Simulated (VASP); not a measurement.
# N (R-3c) in VASP: electric field gradients with PBE

Aim: the electric field gradients of N with PBE.

Program: VASP 6.6.1. These are calculated values, not measurements. Logs are shortened: lines on timing, memory, paths and dates and some standing lists are left out, and cuts for length are marked.

## Step 1: The cell of the first run

It takes space group R-3c (No. 167, trigonal). The conventional cell has a = 9.862 Å, b = 9.862 Å, c = 13.207 Å, α = 90.00°, β = 90.00°, γ = 120.00°. N (site symmetry 1) has 1 N at 1.11 Å within 1.5 Å. N (site symmetry 3) has 1 N at 1.11 Å within 1.5 Å.

## Step 2: Electric field gradients, PBE

File INCAR:

```
PREC = Accurate
ENCUT = 520
EDIFF = 1E-8
ISMEAR = -1
SIGMA = 0.05
LREAL = Auto
LASPH = True
NELM = 80
ALGO = Normal
ISIF = 2
LWAVE = False
LCHARG = False
GGA = PE
LEFG = True
NBANDS = 54
```

File KPOINTS:

```
Automatic mesh
0
Gamma
  5 5 5
```

File POSCAR:

```
N
1.0
    4.9308690349      2.8468385646      4.4024911852
   -4.9308690349      2.8468385646      4.4024911852
    0.0000000000     -5.6936771292      4.4024911852
N
16
Direct
    0.5586118100      0.0423832500      0.7208305700
    0.9576167500      0.2791694300      0.4413881900
    0.7208305700      0.5586118100      0.0423832500
    0.9581408800      0.9581408800      0.9581408800
    0.5423832500      0.0586118100      0.2208305700
    0.7791694300      0.4576167500      0.9413881900
    0.2791694300      0.4413881900      0.9576167500
    0.0418591200      0.0418591200      0.0418591200
    0.4576167500      0.9413881900      0.7791694300
    0.5418591200      0.5418591200      0.5418591200
    0.4413881900      0.9576167500      0.2791694300
    0.4581408800      0.4581408800      0.4581408800
    0.0423832500      0.7208305700      0.5586118100
    0.9413881900      0.7791694300      0.4576167500
    0.2208305700      0.5423832500      0.0586118100
    0.0586118100      0.2208305700      0.5423832500
```

Potentials or basis: VASP PAW PBE potentials, release 64 (N).

Started as:

```sh
cat potpaw_PBE.64/N/POTCAR > POTCAR
mpirun -np 1 vasp_std > vasp.out
```

OUTCAR:

```text
PREC = Accurate
   ENCUT = 520
   EDIFF = 1E-8
   ISMEAR = -1
   LREAL = Auto
   LASPH = True
   NELM = 80
   ISIF = 2
   GGA = PE

 ion  position               nearest neighbor table
   1  0.559  0.042  0.721-   9 1.11
   2  0.958  0.279  0.441-  16 1.11
   3  0.721  0.559  0.042-   6 1.11
   4  0.958  0.958  0.958-   8 1.11
   5  0.542  0.059  0.221-  11 1.11
   6  0.779  0.458  0.941-   3 1.11
[... 8 lines left out ...]
  15  0.221  0.542  0.059-   7 1.11
  16  0.059  0.221  0.542-   2 1.11

  LATTYP: Found a trigonal (rhomboedric) cell.
 ALAT       =     7.1972138976
 COS(alpha) =     0.0612539745

  Lattice vectors:

 A1 = (   4.9308690349,   2.8468385646,   4.4024911852)
 A2 = (  -4.9308690349,   2.8468385646,   4.4024911852)
 A3 = (   0.0000000000,  -5.6936771292,   4.4024911852)

Analysis of symmetry for initial positions (statically):
=====================================================================
 Subroutine PRICEL returns:
 Original cell was already a primitive cell.

 Routine SETGRP: Setting up the symmetry group for a
 trigonal (rhombohedral) supercell.

 Subroutine GETGRP returns: Found 12 space group operations
 (whereof  6 operations were pure point group operations)
 out of a pool of 12 trial point group operations.

The static configuration has the point symmetry S_6 .
 The point group associated with its full space group is D_3d.

Analysis of symmetry for dynamics (positions and initial velocities):
=====================================================================
 Subroutine PRICEL returns:
 Original cell was already a primitive cell.

 Routine SETGRP: Setting up the symmetry group for a
 trigonal (rhombohedral) supercell.

 Subroutine GETGRP returns: Found 12 space group operations
 (whereof  6 operations were pure point group operations)
 out of a pool of 12 trial point group operations.

The dynamic configuration has the point symmetry S_6 .
 The point group associated with its full space group is D_3d.

 Subroutine INISYM returns: Found 12 space group operations
 (whereof  6 operations are pure point group operations),
 and found     1 'primitive' translations

----------------------------------------------------------------------------------------

                                     Primitive cell

  volume of cell :     370.7969

  direct lattice vectors                    reciprocal lattice vectors
     4.930869035  2.846838565  4.402491185     0.101402004  0.058544474  0.075714708
    -4.930869035  2.846838565  4.402491185    -0.101402004  0.058544474  0.075714708
     0.000000000 -5.693677129  4.402491185     0.000000000 -0.117088948  0.075714708

  length of vectors
     7.197213898  7.197213898  7.197213898     0.139436504  0.139436504  0.139436504

  position of ions in fractional coordinates (direct lattice)
     0.558611810  0.042383250  0.720830570
     0.957616750  0.279169430  0.441388190
     0.720830570  0.558611810  0.042383250
     0.958140880  0.958140880  0.958140880
     0.542383250  0.058611810  0.220830570
     0.779169430  0.457616750  0.941388190
[... 8 lines left out ...]
     0.220830570  0.542383250  0.058611810
     0.058611810  0.220830570  0.542383250

  ion indices of the primitive-cell ions
   primitive index   ion index
                 1           1
                 2           2
                 3           3
                 4           4
                 5           5
                 6           6
[... 8 lines left out ...]
                15          15
                16          16

----------------------------------------------------------------------------------------

 KPOINTS: Automatic mesh

[... 60 lines left out ...]
   NELM   =     80;   NELMIN=  2; NELMDL= -5     # of ELM steps
   EDIFF  = 0.1E-07   stopping-criterion for ELM
   LREAL  =      T    real-space projection
   EDIFFG = 0.1E-06   stopping-criterion for IOM
   NSW    =      0    number of steps for IOM
   IBRION =     -1    ionic relax: 0-MD 1-quasi-New 2-CG
   NFREE  =      0    steps in history (QN), initial steepest desc. (CG)
   ISIF   =      2    stress and relaxation
   ISYM   =      2    0-nonsym 1-usesym 2-fastsym
   POTIM  = 0.5000    time-step for ionic-motion
   TEBEG  =    0.0;   TEEND  =   0.0 temperature during run
   PSTRESS=    0.0 pullay stress
   NELECT =      80.0000    total number of electrons
   NUPDOWN=      -1.0000    fix difference up-down
   EMIN   =  10.00;   EMAX   =-10.00  energy-range for DOS
   EFERMI =   0.00;   METHOD = LEGACY
   ISMEAR =    -1;   SIGMA  =   0.05  broadening in eV -4-tet -1-fermi 0-gaus
   EFERMI_NEDOS =   21; number of points for ismear=-14 and -15
   IALGO  =     38    algorithm
   IMIX   =      4    mixing-type and parameters
     AMIX     =   0.40;   BMIX     =  1.00
     AMIX_MAG =   1.60;   BMIX_MAG =  1.00
  volume/ion in A,a.u.               =      23.17       156.39
  Fermi-wavevector in a.u.,A,eV,Ry     =   0.981882  1.855489 13.117282  0.964093
  Thomas-Fermi vector in A             =   2.112923
   LORBIT       =      0    0 simple, 1 ext, 2 COOP (PROOUT), +10 PAW based schemes
   GGA     = PE    functional components
   LHFCALC =     F    Hartree Fock is set to
   AEXX    =    0.0000 exact exchange contribution
   IVDW    =     0    specifies the selected vdW correction
   LEPSILON=     F    determine dielectric tensor
   LRPA    =     F    only Hartree local field effects (RPA)
 non-spin polarized calculation
  energy-cutoff  :      520.00
  volume of cell :      370.80
 maximum number of plane-waves:     10025
 NGX is ok and might be reduce to    54
   NGX = 27   NGY = 27   NGZ = 27

 number of electron      80.0000016 magnetization

 Free energy of the ion-electron system (eV)
  ---------------------------------------------------
  ext. energy  EPLUGINS =         0.00000000
  ---------------------------------------------------
  free energy    TOTEN  =      -133.27321982 eV

  energy without entropy =     -133.27321982  energy(sigma->0) =     -133.27321982

 E-fermi :  -5.3900     XC(G=0):  -6.3535

 val. band max:       -6.5531098378   @ k =   0.0000   0.0000   0.0000
 cond. band min:       0.7688467276   @ k =  -0.4000   0.4000   0.0000
 fundamental gap:      7.3219565654
 Fermi energy:        -5.3899785959

 k-point     1 :       0.0000    0.0000    0.0000
  band No.  band energies     occupation
      1     -24.9533      2.00000
      2     -24.9319      2.00000
      3     -24.9319      2.00000
      4     -24.9016      2.00000
      5     -24.9003      2.00000
      6     -24.9003      2.00000
[... 1034 lines left out ...]
     51       1.5276      0.00000
     52       1.5426      0.00000
 [bands above 52 left out]

------------------------ aborting loop because EDIFF is reached ----------------------------------------

  FORCE on cell =-STRESS in cart. coord.  units (eV):
  Direction    XX          YY          ZZ          XY          YZ          ZX
  --------------------------------------------------------------------------------------
  -------------------------------------------------------------------------------------
  Total        2.9158995      2.9158995      5.1841743      0.0000000      0.0000000      0.0000000
  in kB       12.5993192     12.5993192     22.4003148      0.0000000      0.0000000      0.0000000
  external PRESSURE =      15.8663177 kB  Pullay stress =       0.0000000 kB

 VOLUME and BASIS-vectors are now :
 -----------------------------------------------------------------------------
  energy-cutoff  :      520.00
  volume of cell :      370.80
      direct lattice vectors                 reciprocal lattice vectors
     4.930869035  2.846838565  4.402491185     0.101402004  0.058544474  0.075714708
    -4.930869035  2.846838565  4.402491185    -0.101402004  0.058544474  0.075714708
     0.000000000 -5.693677129  4.402491185     0.000000000 -0.117088948  0.075714708

 POSITION                                       TOTAL-FORCE (eV/Angst)
 -----------------------------------------------------------------------------------
      2.54546     -2.39324      5.81933         0.000961      0.890665      0.616380
      3.34533      1.00781      7.38815        -0.770858      0.446164     -0.616380
      0.79988      3.40105      5.81933        -0.771819     -0.444501      0.616380
      0.00000      0.00000     12.65462         0.000000      0.000000     -1.073229
      2.38541      0.45360      3.61808        -0.000961      0.890665      0.616380
      1.58553     -1.83903      9.58939         0.770858      0.446164     -0.616380
[... 8 lines left out ...]
     -1.58553      1.83903      3.61808        -0.770858     -0.446164      0.616380
     -0.79988     -2.29263      3.61808         0.771819     -0.444501      0.616380
 -----------------------------------------------------------------------------------
    total drift:                               -0.000000     -0.000000      0.000000

  FREE ENERGIE OF THE ION-ELECTRON SYSTEM (eV)
  ---------------------------------------------------
  free  energy   TOTEN  =      -133.2732198159 eV

  energy  without entropy=     -133.2732198158  energy(sigma->0) =     -133.27321982

 Electric field gradients (V/A^2)
---------------------------------------------------------------------
 ion       V_xx      V_yy      V_zz      V_xy      V_xz      V_yz
---------------------------------------------------------------------
   1      60.871   -62.324     1.453    -0.078     0.133   -85.758
   2     -31.457    30.004     1.453    53.384   -74.335    42.764
   3     -31.593    30.140     1.453   -53.306    74.202    42.994
   4      60.815    60.815  -121.630     0.000    -0.000    -0.000
   5      60.871   -62.324     1.453     0.078    -0.133   -85.758
   6     -31.457    30.004     1.453   -53.384    74.335    42.764
[... 8 lines left out ...]
  15     -31.457    30.004     1.453   -53.384    74.335    42.764
  16     -31.593    30.140     1.453    53.306   -74.202    42.994
---------------------------------------------------------------------

 Electric field gradients after diagonalization (V/A^2)
 (convention: |V_zz| > |V_xx| > |V_yy|)
----------------------------------------------------------------------
 ion       V_xx      V_yy      V_zz     asymmetry (V_yy - V_xx)/ V_zz
----------------------------------------------------------------------
   1      61.146    60.785  -121.930       0.003
   2      61.146    60.785  -121.930       0.003
   3      61.146    60.785  -121.930       0.003
   4      60.815    60.815  -121.630       0.000
   5      61.146    60.785  -121.930       0.003
   6      61.146    60.785  -121.930       0.003
[... 8 lines left out ...]
  15      61.146    60.785  -121.930       0.003
  16      61.146    60.785  -121.930       0.003
----------------------------------------------------------------------

           NMR quadrupolar parameters

 Cq : quadrupolar parameter    Cq=e*Q*V_zz/h
 eta: asymmetry parameters     (V_yy - V_xx)/ V_zz
 Q  : nuclear electric quadrupole moment in mb (millibarn)
----------------------------------------------------------------------
 ion       Cq(MHz)       eta       Q (mb)
----------------------------------------------------------------------
   1      -0.295       0.003       1.000
   2      -0.295       0.003       1.000
   3      -0.295       0.003       1.000
   4      -0.294       0.000       1.000
   5      -0.295       0.003       1.000
   6      -0.295       0.003       1.000
[... 8 lines left out ...]
  15      -0.295       0.003       1.000
  16      -0.295       0.003       1.000
----------------------------------------------------------------------
```

It took 19 min on 1 thread of Intel Xeon 8259CL, shared host; peak memory 0.52 GiB.

What came out:

```yaml
Free_energy: -133.2732 eV
Pressure: 1.6 GPa
Largest_force: 1.083 eV/Å
Band_gap_on_the_k_mesh: 7.32 eV (least direct gap 7.37 eV)
Largest_electric_field_gradient_by_atom: N -121.9, -121.6 (each value once) V/Å²
```

Forces on the atoms (eV/Å):
```
N    0.001  0.891  0.616
N   -0.771  0.446 -0.616
N   -0.772 -0.445  0.616
N    0.000  0.000 -1.073
N   -0.001  0.891  0.616
N    0.771  0.446 -0.616
N    0.772  0.445 -0.616
N    0.000  0.000  1.073
N    0.001 -0.891 -0.616
N    0.000  0.000  1.073
N   -0.001 -0.891 -0.616
N    0.000  0.000 -1.073
N    0.771 -0.446  0.616
N   -0.772  0.445 -0.616
N   -0.771 -0.446  0.616
N    0.772 -0.445  0.616
```

Electric field gradients, principal values (V/Å²):
```csv
atom,least,middle,greatest (by size)
1 N,60.785,61.146,-121.930
2 N,60.785,61.146,-121.930
3 N,60.785,61.146,-121.930
4 N,60.815,60.815,-121.630
5 N,60.785,61.146,-121.930
6 N,60.785,61.146,-121.930
7 N,60.785,61.146,-121.930
8 N,60.815,60.815,-121.630
9 N,60.785,61.146,-121.930
10 N,60.815,60.815,-121.630
11 N,60.785,61.146,-121.930
12 N,60.815,60.815,-121.630
13 N,60.785,61.146,-121.930
14 N,60.785,61.146,-121.930
15 N,60.785,61.146,-121.930
16 N,60.785,61.146,-121.930
```

Caveat: the standard files for N, O and F lose accuracy on very short bonds; this functional lacks dispersion, which holds the molecules together, so the pressure and a relaxed volume are unreliable; without QUAD_EFG the Cq values of the log hold for a quadrupole moment of 1 mb, not for the nuclei; forces of over 1 eV/Å act on the atoms, so gaps and moduli don't describe the material at rest. A k mesh can miss the band edges.
